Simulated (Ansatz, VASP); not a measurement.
# One calculation of SiTe, two programs

The input INCAR:

```
PREC     = Accurate       # precision mode
ENCUT    = 520            # plane-wave cutoff, eV
EDIFF    = 1E-7           # SCF threshold, eV
ISMEAR   = -1             # smearing method
SIGMA    = 0.05           # smearing width, eV
LREAL    = F              # projectors in reciprocal space
LASPH    = T              # aspherical terms in the spheres
NELM     = 60             # most SCF steps
ALGO     = Normal         # electronic algorithm
ISIF     = 2              # what is computed and relaxed
LWAVE    = F              # write WAVECAR
LCHARG   = F              # write CHGCAR
GGA      = PE             # functional
NBANDS   = 12             # bands
```

The input KPOINTS:

```
Automatic mesh
0
Gamma
  7 7 7
```

Contents of POSCAR:

```
SiTe
1.0
    3.8418527852      0.0000000000      0.0000000000
    0.0000000000      3.8418527852      0.0000000000
    0.0000000000      0.0000000000      3.8418527852
Si Te
1 1
Direct
    0.0000000000      0.0000000000      0.0000000000
    0.5000000000      0.5000000000      0.5000000000
```

File input.yaml:

```yaml
crystal:
  lattice:
    - [3.8418527852, 0.0, 0.0]
    - [0.0, 3.8418527852, 0.0]
    - [0.0, 0.0, 3.8418527852]
  atoms:
    - { symbol: Si, position: [0.0, 0.0, 0.0] }
    - { symbol: Te, position: [0.5, 0.5, 0.5] }
kpoints:
  mp_grid: { grid: [7, 7, 7] }
scf:
  occupations: { method: fermi_dirac, width: 0.05 }
hamiltonian:
  xc: pbe
  pseudopotentials: { kind: all_electron, lapw: { basis_error: 0.0005 } }
output:
  forces: true
  stress: true
  eigenvalues: true
```

Change from the starting cell: volume scaled by 1.06.

Alike in both runs: task single point; functional PBE; k mesh 7 × 7 × 7; occupations fermi-dirac, width 0.05 eV; no spin polarisation.

```csv
,VASP,Ansatz
version,VASP 6.6.1,Ansatz 0.2.0
potentials or method,"VASP PAW PBE potentials, release 64 (Si, Te), cutoff 520 eV","all-electron LAPW, scalar-relativistic"
```

```tsv
	VASP	Ansatz	Ansatz less VASP
gap on the k mesh at the Fermi level (eV)	none	none	-
pressure (GPa)	-8.2	-8.2	+0.03
```

A gap of «none» marks a metal or a gap that the smearing closes. Ansatz ran all-electron here, and VASP with PAW potentials.

Spin-orbit coupling is off throughout.
